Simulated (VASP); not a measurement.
InPd, 2 atoms in the cell. Symmetry: Pm-3m, No. 221, cubic system. Conventional cell: a = 3.336 Å, b = 3.336 Å, c = 3.336 Å, α = 90.00°, β = 90.00°, γ = 90.00°. Within 3.8 Å of In (site symmetry m-3m) lie 8 Pd at 2.89 Å and 6 In at 3.34 Å. Pd (site symmetry m-3m) has 8 In at 2.89 Å and 6 Pd at 3.34 Å within 3.8 Å. 

* Program: VASP 6.6.1
* Task: single point
* Functional: PBE
* Potentials or basis: VASP PAW PBE potentials, release 64 (In_d, Pd)
* Cutoff: 520 eV
* k mesh: 8 × 8 × 8
* Occupations: fermi-dirac, width 0.05 eV
* Spin: no spin polarisation
* Dipole correction: no
* Further INCAR settings: ALGO = Normal; EDIFF = 1e-06; NBANDS = 18

Potentials or basis: VASP PAW PBE potentials, release 64 (In_d, Pd).

Launch:

```console
$ cat potpaw_PBE.64/In_d/POTCAR potpaw_PBE.64/Pd/POTCAR > POTCAR
$ mpirun -np 1 vasp_std > vasp.out
```

Hardware: 1 thread of Intel(R) Xeon(R) 6975P-C (Granite Rapids), with other jobs on the host.

Question: Estimate the wall time of this run.

Answer: Wall time 14 s on 1 thread of Intel(R) Xeon(R) 6975P-C (Granite Rapids), on a shared host, peak memory 0.17 GiB. Counts: scf iterations 12, k points 35.
